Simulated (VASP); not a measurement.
Here is a VASP 6.6.1 calculation.

File INCAR:

```
PREC = Accurate
ENCUT = 500
EDIFF = 1E-6
ISMEAR = -1
SIGMA = 0.05
LREAL = False
LASPH = True
NELM = 120
ALGO = Normal
ISIF = 2
LWAVE = False
LCHARG = False
GGA = PS
NBANDS = 17
GGA_COMPAT = False
```

Contents of KPOINTS:

```
regular mesh
0
Gamma
  6 6 6
```

Contents of POSCAR:

```
PbSe
1.0
    3.8585432354      0.0000000000      0.0000000000
    0.0000000000      3.8585432354      0.0000000000
    0.0000000000      0.0000000000      3.8585432354
Pb Se
1 1
Direct
    0.0000000000      0.0000000000      0.0000000000
    0.5000000000      0.5000000000      0.5000000000
```

Potentials or basis: VASP PAW PBE potentials, release 64 (Pb_d, Se).

Launch:

```sh
$ cat potpaw_PBE.64/Pb_d/POTCAR potpaw_PBE.64/Se/POTCAR > POTCAR
$ mpirun -np 1 vasp_std > vasp.out
```

(1) Estimate the band gap on the k mesh.

(2) Predict the pressure.

## Answers

(1) zero (band 10 reaches 4.65 eV, above the bottom of band 11 at 4.08 eV).

(2) -5.3 GPa.

Caveat: the PAW data sets were made with another functional, which shifts forces and pressure a little; spin-orbit coupling is left out, which moves the levels of the heavy elements.
